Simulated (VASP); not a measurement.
**SnGe3O8: single point with PBE**

Crystal: SnGe3O8.

```
CELL_PARAMETERS angstrom
3.20783 -3.25419 -0.00018
3.20743 3.25380 0.00037
0.00005 0.00031 5.99660
ATOMIC_POSITIONS crystal
Sn 0.50000 0.50000 0.50000
Ge 0.00000 0.00000 0.75673
Ge 0.00000 0.00000 0.24328
Ge 0.50001 0.50000 0.00000
O 0.69907 0.69917 0.76592
O 0.69910 0.69915 0.23406
O 0.80660 0.19347 0.99999
O 0.81868 0.18139 0.50000
O 0.30090 0.30085 0.76594
O 0.30092 0.30083 0.23407
O 0.19339 0.80653 0.00001
O 0.18132 0.81861 0.50000
```

```yaml
Program: VASP 6.6.1
Task: single point
Functional: PBE
Potentials_or_basis: VASP PAW PBE potentials, release 64 (Sn_d, Ge_d, O)
Cutoff: 520 eV
k_mesh: 4 × 4 × 2
Occupations: gaussian, width 0.1 eV
Spin: no spin polarisation
Dipole_correction: no
Further_INCAR_settings: ALGO = Normal; EDIFF = 1e-07; NBANDS = 64
```

| Item | Value |
| --- | --- |
| Pressure | 0.3 GPa |
| Largest force | 0.040 eV/Å |
| Band gap on the k mesh | 0.86 eV, direct |

Forces in eV/Å, atoms in the order of the input:
```
Sn   0.000  0.000  0.000
Ge   0.000  0.000  0.000
Ge   0.000  0.000  0.000
Ge   0.000  0.000  0.000
O    0.034  0.000  0.022
O    0.033  0.000 -0.021
O    0.000  0.019  0.000
O    0.000 -0.017  0.000
O   -0.034  0.000  0.021
O   -0.034  0.000 -0.022
O    0.000 -0.019  0.000
O    0.000  0.017  0.000
```

Stress tensor (GPa, compression positive):
```
 0.16  0.01  0.00
 0.01  0.24 -0.01
 0.00 -0.01  0.56
```

Levels at points of the mesh, in eV from the valence-band top:
| k point | band 49 | band 50 | band 51 | band 52 | band 53 | band 54 | band 55 | band 56 |
| --- | --- | --- | --- | --- | --- | --- | --- | --- |
| (0.00, 0.00, 0.00) | -1.66 | -0.82 | -0.71 | 0.00 | 0.86 | 5.27 | 5.43 | 5.83 |
| (0.50, 0.00, 0.00) | -1.20 | -1.18 | -0.71 | -0.64 | 3.91 | 4.26 | 5.72 | 5.78 |
| (0.00, 0.50, 0.00) | -1.20 | -1.18 | -0.71 | -0.64 | 3.91 | 4.26 | 5.72 | 5.78 |
| (0.50, 0.50, 0.00) | -1.20 | -1.11 | -1.09 | -0.87 | 3.76 | 4.02 | 4.48 | 4.58 |
| (0.00, 0.00, 0.50) | -0.96 | -0.79 | -0.69 | -0.38 | 3.28 | 3.69 | 6.26 | 6.75 |
| (0.50, 0.00, 0.50) | -1.18 | -1.11 | -0.88 | -0.77 | 5.01 | 5.09 | 5.20 | 5.36 |
| (0.00, 0.50, 0.50) | -1.18 | -1.11 | -0.88 | -0.77 | 5.01 | 5.09 | 5.20 | 5.36 |
| (0.50, 0.50, 0.50) | -1.11 | -1.01 | -0.93 | -0.83 | 4.31 | 4.43 | 4.83 | 4.88 |

Wall time 2.7 min on 1 thread of Intel(R) Xeon(R) Platinum 8488C (Sapphire Rapids), with other jobs on the host, peak memory 0.3 GiB.

Caveat: the k points lie up to 0.52 Å⁻¹ apart; spin-orbit coupling is left out, which moves the levels of the heavy elements. A hybrid or GW would open this gap; PBE tends to underestimate it.
